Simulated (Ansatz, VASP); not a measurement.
# Two plane-wave programs on C

```
C
1.0
     0.00000    1.78582    1.78582
     1.78582    0.00000    1.78582
     1.78582    1.78582    0.00000
C
2
Direct
  0.00000 0.00000 0.00000
  0.25000 0.25000 0.25000
```

Alike in both runs: functional PBE; k mesh 12 × 12 × 12; occupations gaussian, width 0.02 eV; no spin polarisation.

Ansatz relaxed the structure, and its values are those at the end. VASP's run is a single point on that final structure, the one shown.

```csv
,VASP,Ansatz
version,VASP 6.6.1,Ansatz 0.2.0
potentials or method,"VASP PAW PBE potentials, release 64 (C), cutoff 520 eV","scalar-relativistic, plane waves, PAW"
valence electrons in the cell,8,8
```

|  | VASP | Ansatz | Ansatz less VASP |
| --- | --- | --- | --- |
| gap on the k mesh at the Fermi level (eV) | 4.14 | 4.15 | +0.007 |
| least direct gap on the mesh (eV) | 5.58 | 5.58 | +0.004 |
| pressure (GPa) | 0.6 | 0.0 | -0.66 |
